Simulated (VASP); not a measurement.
# Sc2BSb3 (P-4m2) in VASP: notebook, part 2 of 2

VASP 6.6.1. Earlier steps stand in the parts before.

## Step 3: Single point, PBE

This run uses another cell than the first one, of 20.80 Å³/atom, 1.015 times its volume.

INCAR

```
SYSTEM = Sc2BSb3
PREC     = Accurate       ! precision mode
ENCUT    = 520            ! plane-wave cutoff, eV
EDIFF    = 1E-6           ! SCF threshold, eV
ISMEAR   = 0              ! smearing method
SIGMA    = 0.1            ! smearing width, eV
LREAL    = .False.        ! projectors in reciprocal space
LASPH    = .True.         ! aspherical terms in the spheres
NELM     = 80             ! most SCF steps
ALGO     = Normal         ! electronic algorithm
ISIF     = 2              ! what is computed and relaxed
LWAVE    = .False.        ! write WAVECAR
LCHARG   = .False.        ! write CHGCAR
GGA      = PE             ! functional
NBANDS   = 29             ! bands
```

KPOINTS

```
Automatic mesh
0
Gamma
  10 10 4
  0 0 0
```

POSCAR

```
Sc2BSb3
1.0
    3.7140023346      0.0000000000      0.0000000000
    0.0000000000      3.7140023346      0.0000000000
    0.0000000000      0.0000000000      9.0488712949
Sc B Sb
2 1 3
Direct
    0.5000000000      0.0000000000      0.2433816616
    0.0000000000      0.5000000000      0.7566183384
    0.0000000000      0.0000000000      0.0000000000
    0.5000000000      0.0000000000      0.6015226030
    0.0000000000      0.5000000000      0.3984773970
    0.5000000000      0.5000000000      0.0000000000
```

Potentials or basis: VASP PAW PBE potentials, release 64 (Sc_sv, B, Sb).

The run is started by

```
cat potpaw_PBE.64/Sc_sv/POTCAR potpaw_PBE.64/B/POTCAR potpaw_PBE.64/Sb/POTCAR > POTCAR
mpirun -np 1 vasp_std > vasp.out
```

OUTCAR:

```text
SYSTEM = Sc2BSb3
   PREC = Accurate
   ENCUT = 520
   EDIFF = 1E-6
   ISMEAR = 0
   LREAL = .False.
   LASPH = .True.
   NELM = 80
   ISIF = 2
   GGA = PE

 ion  position               nearest neighbor table
   1  0.500  0.000  0.243-   6 2.88   6 2.88   5 2.98   5 2.98   5 2.98   5 2.98   4 3.24
   2  0.000  0.500  0.757-   6 2.88   6 2.88   4 2.98   4 2.98   4 2.98   4 2.98   5 3.24
   3  0.000  0.000  0.000-   6 2.63   6 2.63   6 2.63   6 2.63
   4  0.500  0.000  0.602-   2 2.98   2 2.98   2 2.98   2 2.98   5 3.21   5 3.21   5 3.21   5 3.21
                             1 3.24
   5  0.000  0.500  0.398-   1 2.98   1 2.98   1 2.98   1 2.98   4 3.21   4 3.21   4 3.21   4 3.21
                             2 3.24
   6  0.500  0.500  0.000-   3 2.63   3 2.63   3 2.63   3 2.63   2 2.88   2 2.88   1 2.88   1 2.88

  LATTYP: Found a simple tetragonal cell.
 ALAT       =     3.7140023346
 C/A-ratio  =     2.4364204650

  Lattice vectors:

 A1 = (   3.7140023346,   0.0000000000,   0.0000000000)
 A2 = (   0.0000000000,   3.7140023346,   0.0000000000)
 A3 = (   0.0000000000,   0.0000000000,   9.0488712949)

Analysis of symmetry for initial positions (statically):
=====================================================================
 Subroutine PRICEL returns:
 Original cell was already a primitive cell.

 Routine SETGRP: Setting up the symmetry group for a
 simple tetragonal supercell.

 Subroutine GETGRP returns: Found  8 space group operations
 (whereof  8 operations were pure point group operations)
 out of a pool of 16 trial point group operations.

The static configuration has the point symmetry D_2d.

Analysis of symmetry for dynamics (positions and initial velocities):
=====================================================================
 Subroutine PRICEL returns:
 Original cell was already a primitive cell.

 Routine SETGRP: Setting up the symmetry group for a
 simple tetragonal supercell.

 Subroutine GETGRP returns: Found  8 space group operations
 (whereof  8 operations were pure point group operations)
 out of a pool of 16 trial point group operations.

The dynamic configuration has the point symmetry D_2d.

 Subroutine INISYM returns: Found  8 space group operations
 (whereof  8 operations are pure point group operations),
 and found     1 'primitive' translations

----------------------------------------------------------------------------------------

                                     Primitive cell

  volume of cell :     124.8184

  direct lattice vectors                    reciprocal lattice vectors
     3.714002335  0.000000000  0.000000000     0.269251312  0.000000000  0.000000000
     0.000000000  3.714002335  0.000000000     0.000000000  0.269251312  0.000000000
     0.000000000  0.000000000  9.048871295     0.000000000  0.000000000  0.110511020

  length of vectors
     3.714002335  3.714002335  9.048871295     0.269251312  0.269251312  0.110511020

  position of ions in fractional coordinates (direct lattice)
     0.500000000  0.000000000  0.243381662
     0.000000000  0.500000000  0.756618338
     0.000000000  0.000000000  0.000000000
     0.500000000  0.000000000  0.601522603
     0.000000000  0.500000000  0.398477397
     0.500000000  0.500000000  0.000000000
[... 39 lines left out ...]
  0.100000  0.000000  0.000000      4.000000
  0.200000  0.000000  0.000000      4.000000
  0.300000  0.000000  0.000000      4.000000
  0.400000  0.000000  0.000000      4.000000
  0.500000  0.000000  0.000000      2.000000
[... 16 lines left out ...]
  0.100000  0.000000  0.250000      8.000000
  0.200000  0.000000  0.250000      8.000000
 [... further k-points ...]
   k-points           NKPTS =     63   k-points in BZ     NKDIM =     63   number of bands    NBANDS=     29
   number of dos      NEDOS =    301   number of ions     NIONS =      6
   total plane-waves  NPLWV =  54880
   dimension x,y,z NGX =    28 NGY =   28 NGZ =   70
   dimension x,y,z NGXF=    56 NGYF=   56 NGZF=  140
   ions per type =               2   1   3
   NGX,Y,Z   is equivalent  to a cutoff of  12.53, 12.53, 12.86 a.u.
   NGXF,Y,Z  is equivalent  to a cutoff of  25.07, 25.07, 25.72 a.u.
 SYSTEM =  Sc2BSb3
   PREC   = accura    normal or accurate (medium, high low for compatibility)
   ISTART =      0    job   : 0-new  1-cont  2-samecut
   ICHARG =      2    charge: 1-file 2-atom 10-const
   ISPIN  =      1    spin polarized calculation?
   LNONCOLLINEAR =      F non collinear calculations
   LSORBIT =      F    spin-orbit coupling
   LASPH  =      T    aspherical Exc in radial PAW
   ENCUT  =  520.0 eV  38.22 Ry    6.18 a.u.   6.91  6.91 16.82*2*pi/ulx,y,z
   NELM   =     80;   NELMIN=  2; NELMDL= -5     # of ELM steps
   EDIFF  = 0.1E-05   stopping-criterion for ELM
   LREAL  =      F    real-space projection
   EDIFFG = 0.1E-04   stopping-criterion for IOM
   NSW    =      0    number of steps for IOM
   IBRION =     -1    ionic relax: 0-MD 1-quasi-New 2-CG
   NFREE  =      0    steps in history (QN), initial steepest desc. (CG)
   ISIF   =      2    stress and relaxation
   ISYM   =      2    0-nonsym 1-usesym 2-fastsym
   POTIM  = 0.5000    time-step for ionic-motion
   TEBEG  =    0.0;   TEEND  =   0.0 temperature during run
   PSTRESS=    0.0 pullay stress
   NELECT =      40.0000    total number of electrons
   NUPDOWN=      -1.0000    fix difference up-down
   EMIN   =  10.00;   EMAX   =-10.00  energy-range for DOS
   EFERMI =   0.00;   METHOD = LEGACY
   ISMEAR =     0;   SIGMA  =   0.10  broadening in eV -4-tet -1-fermi 0-gaus
   EFERMI_NEDOS =   21; number of points for ismear=-14 and -15
   IALGO  =     38    algorithm
   IMIX   =      4    mixing-type and parameters
     AMIX     =   0.40;   BMIX     =  1.00
     AMIX_MAG =   1.60;   BMIX_MAG =  1.00
  volume/ion in A,a.u.               =      20.80       140.39
  Fermi-wavevector in a.u.,A,eV,Ry     =   1.120302  2.117064 17.076364  1.255077
  Thomas-Fermi vector in A             =   2.256948
   LORBIT       =      0    0 simple, 1 ext, 2 COOP (PROOUT), +10 PAW based schemes
   GGA     = PE    functional components
   LHFCALC =     F    Hartree Fock is set to
   AEXX    =    0.0000 exact exchange contribution
   IVDW    =     0    specifies the selected vdW correction
   LEPSILON=     F    determine dielectric tensor
   LRPA    =     F    only Hartree local field effects (RPA)
 non-spin polarized calculation
 Gauss-broadening in eV      SIGMA  =   0.10
  energy-cutoff  :      520.00
  volume of cell :      124.82
 maximum number of plane-waves:      3404
 NGX is ok and might be reduce to    28
   NGX = 13   NGY = 13   NGZ = 33

 number of electron      40.0000006 magnetization

 Free energy of the ion-electron system (eV)
  ---------------------------------------------------
  ext. energy  EPLUGINS =         0.00000000
  ---------------------------------------------------
  free energy    TOTEN  =       -32.74707075 eV

  energy without entropy =      -32.72958181  energy(sigma->0) =      -32.73832628

 E-fermi :   7.1662     XC(G=0): -10.5937

 val. band max:        7.1598975003   @ k =   0.5000   0.0000   0.2500
 cond. band min:       7.2017731973   @ k =   0.5000   0.2000   0.2500
 fundamental gap:      0.0418756970
 Fermi energy:         7.1662184704

 k-point     1 :       0.0000    0.0000    0.0000
  band No.  band energies     occupation
      1     -41.9838      2.00000
      2     -41.9836      2.00000
      3     -20.6925      2.00000
      4     -20.6815      2.00000
      5     -20.6157      2.00000
      6     -20.6157      2.00000
[... 757 lines left out ...]
     28      10.6564      0.00000
     29      10.7096      0.00000

 [... further k-points ...]

------------------------ aborting loop because EDIFF is reached ----------------------------------------

  FORCE on cell =-STRESS in cart. coord.  units (eV):
  Direction    XX          YY          ZZ          XY          YZ          ZX
  --------------------------------------------------------------------------------------
  -------------------------------------------------------------------------------------
  Total        0.0369343      0.0369343      0.0115126      0.0000000      0.0000000      0.0000000
  in kB        0.4740912      0.4740912      0.1477762      0.0000000      0.0000000      0.0000000
  external PRESSURE =       0.3653195 kB  Pullay stress =       0.0000000 kB

 VOLUME and BASIS-vectors are now :
 -----------------------------------------------------------------------------
  energy-cutoff  :      520.00
  volume of cell :      124.82
      direct lattice vectors                 reciprocal lattice vectors
     3.714002335  0.000000000  0.000000000     0.269251312  0.000000000  0.000000000
     0.000000000  3.714002335  0.000000000     0.000000000  0.269251312  0.000000000
     0.000000000  0.000000000  9.048871295     0.000000000  0.000000000  0.110511020

 POSITION                                       TOTAL-FORCE (eV/Angst)
 -----------------------------------------------------------------------------------
      1.85700      0.00000      2.20233         0.000000      0.000000     -0.005227
      0.00000      1.85700      6.84654        -0.000000      0.000000      0.005227
      0.00000      0.00000      0.00000        -0.000000      0.000000      0.000000
      1.85700      0.00000      5.44310        -0.000000      0.000000     -0.012627
      0.00000      1.85700      3.60577        -0.000000      0.000000      0.012627
      1.85700      1.85700      0.00000        -0.000000     -0.000000      0.000000
 -----------------------------------------------------------------------------------
    total drift:                                0.000000      0.000000     -0.000000

  FREE ENERGIE OF THE ION-ELECTRON SYSTEM (eV)
  ---------------------------------------------------
  free  energy   TOTEN  =       -32.7470707479 eV

  energy  without entropy=      -32.7295818131  energy(sigma->0) =      -32.73832628
```

Wall time 3.7 min (1 thread of Intel Xeon Platinum 8375C at 2.90GHz (Ice Lake), shared host); peak memory 0.36 GiB.

What came out:

| Quantity | Value |
| --- | --- |
| Free energy | -32.7471 eV |
| Pressure | 0.0 GPa |
| Largest force | 0.013 eV/Å |
| Band gap on the k mesh | zero (band 20 reaches 8.17 eV, above the bottom of band 21 at 5.71 eV) |

Forces in eV/Å, atoms in the order of the input:
```
Sc   0.000  0.000 -0.005
Sc   0.000  0.000  0.005
B    0.000  0.000  0.000
Sb   0.000  0.000 -0.013
Sb   0.000  0.000  0.013
Sb   0.000  0.000  0.000
```

Levels at points of the mesh, in eV from the Fermi level:
```
           k point  band 18  band 19  band 20  band 21  band 22  band 23
(0.00, 0.00, 0.00)    -1.03    -0.18     0.66     1.27     1.28     1.28
(0.50, 0.00, 0.00)    -0.33    -0.03     0.05     0.63     0.71     2.07
(0.50, 0.50, 0.00)    -1.98    -1.77    -1.46    -1.39    -0.45     3.14
(0.00, 0.00, 0.50)    -1.11    -0.27     0.19     1.02     1.57     1.58
(0.50, 0.00, 0.50)    -0.05     0.07     0.27     0.97     0.99     2.34
(0.50, 0.50, 0.50)    -1.64    -1.64    -1.50    -1.45    -0.45     2.22
```

Caveat: spin-orbit coupling is left out, which moves the levels of the heavy elements.

## Step 4: Relaxation of cell and atoms, PBE

This run uses another cell than the first one, of 20.88 Å³/atom, 1.018 times its volume.

INCAR

```
SYSTEM = Sc2BSb3
PREC = Accurate ; ENCUT = 600
EDIFF = 1E-7 ; ISMEAR = 0
SIGMA = 0.1 ; LREAL = .FALSE.
LASPH = .TRUE. ; NELM = 80
ALGO = Normal ; ISIF = 3
LWAVE = .FALSE. ; LCHARG = .FALSE.
GGA = PE ; IBRION = 2
NSW = 100 ; EDIFFG = -0.01
```

KPOINTS

```
Automatic mesh
0
G
  10 10 4
  0 0 0
```

POSCAR

```
Sc2BSb3
1.0
    3.7686366718      0.0000000000      0.0000000000
    0.0000000000      3.7686366718      0.0000000000
    0.0000000000      0.0000000000      8.8199920307
Sc B Sb
2 1 3
Direct
    0.5000000000      0.0000000000      0.2457962431
    0.0000000000      0.5000000000      0.7542037569
    0.0000000000      0.0000000000      0.0000000000
    0.5000000000      0.0000000000      0.6069927284
    0.0000000000      0.5000000000      0.3930072716
    0.5000000000      0.5000000000      0.0000000000
```

The run is started by

```
cat potpaw_PBE.64/Sc_sv/POTCAR potpaw_PBE.64/B/POTCAR potpaw_PBE.64/Sb/POTCAR > POTCAR
mpirun -np 1 vasp_std > vasp.out
```

Wall time 30 min (1 thread of Intel Xeon Platinum 8375C at 2.90GHz (Ice Lake), shared host); peak memory 0.41 GiB.

It converged, with:

* Free energy: -32.7483 eV
* Relaxed volume: 20.82 Å³/atom
* Relaxed cell: a = 3.715 Å, b = 3.715 Å, c = 9.051 Å, α = 90.00°, β = 90.00°, γ = 90.00°
* Space group after relaxing (to 0.05 Å): P-4m2 (No. 115)
* Energy gained by relaxing: 7.0 meV/atom
* Ionic steps: 9
* Pressure after relaxing: 0.0 GPa
* Largest force after relaxing: 0.005 eV/Å
* Band gap on the k mesh: zero (band 20 reaches 8.16 eV, above the bottom of band 21 at 5.71 eV)

Forces on the atoms (eV/Å):
```
Sc   0.000  0.000 -0.005
Sc   0.000  0.000  0.005
B    0.000  0.000  0.000
Sb   0.000  0.000  0.005
Sb   0.000  0.000 -0.005
Sb   0.000  0.000  0.000
```

Step by step:
```
step  energy change (eV)  largest force (eV/Å)  pressure (GPa)  volume (Å³)
   1              0.0000                0.2017           -0.12       125.27
   2             -0.0237                0.2132            0.00       124.98
   3             -0.0341                0.2134            0.22       124.59
   4             -0.0401                0.1006           -0.17       125.15
   5             -0.0411                0.0394           -0.39       125.50
   6             -0.0417                0.0360            0.29       124.43
   7             -0.0423                0.0116            0.01       124.86
   8             -0.0423                0.0121            0.00       124.87
   9             -0.0423                0.0051           -0.01       124.89
```

Final structure:
```cif
data_structure
_symmetry_space_group_name_H-M 'P 1'
_symmetry_Int_Tables_number 1
_cell_length_a 3.7146
_cell_length_b 3.7146
_cell_length_c 9.0513
_cell_angle_alpha 90.000
_cell_angle_beta 90.000
_cell_angle_gamma 90.000
_cell_volume 124.89
loop_
_atom_site_label
_atom_site_type_symbol
_atom_site_fract_x
_atom_site_fract_y
_atom_site_fract_z
_atom_site_occupancy
Sc1 Sc 0.50000 0.00000 0.24336 1
Sc2 Sc 0.00000 0.50000 0.75664 1
B1 B 0.00000 0.00000 0.00000 1
Sb1 Sb 0.50000 0.00000 0.60127 1
Sb2 Sb 0.00000 0.50000 0.39873 1
Sb3 Sb 0.50000 0.50000 0.00000 1
```

Levels at points of the mesh, in eV from the Fermi level:
| k point | band 18 | band 19 | band 20 | band 21 | band 22 | band 23 |
| --- | --- | --- | --- | --- | --- | --- |
| (0.00, 0.00, 0.00) | -1.04 | -0.18 | 0.64 | 1.27 | 1.28 | 1.28 |
| (0.50, 0.00, 0.00) | -0.33 | -0.03 | 0.05 | 0.63 | 0.70 | 2.07 |
| (0.50, 0.50, 0.00) | -1.99 | -1.77 | -1.46 | -1.39 | -0.45 | 3.13 |
| (0.00, 0.00, 0.50) | -1.12 | -0.26 | 0.18 | 1.01 | 1.57 | 1.59 |
| (0.50, 0.00, 0.50) | -0.05 | 0.06 | 0.27 | 0.97 | 0.99 | 2.33 |
| (0.50, 0.50, 0.50) | -1.65 | -1.65 | -1.49 | -1.45 | -0.45 | 2.22 |

Caveat: spin-orbit coupling is left out, which moves the levels of the heavy elements.

## Step 5: The runs side by side

```csv
task,cell,k mesh,cutoff (eV),gap on the mesh (eV),pressure (GPa),relaxed volume (Å³/atom),largest force (eV/Å)
relaxation of cell and atoms,"relaxed from a = 3.840, b = 3.840, c = 8.343 Å, 6 atoms",4 × 4 × 2,600,none,0.2,20.84,0.03
single point,"a = 3.714, b = 3.714, c = 9.049 Å, 6 atoms",10 × 10 × 4,520,none,0.0,-,0.01
relaxation of cell and atoms,"relaxed from a = 3.769, b = 3.769, c = 8.820 Å, 6 atoms",10 × 10 × 4,600,none,0.0,20.82,0.01
```

Alike in all rows: level PBE; potentials or basis VASP PAW PBE potentials, release 64 (Sc_sv, B, Sb); no spin polarisation; smearing gaussian 0.1 eV.

Caveats: some runs use coarse meshes; spin-orbit coupling is left out, which moves the levels of the heavy elements.

Absolute energies hang on the potentials; compare differences alone.
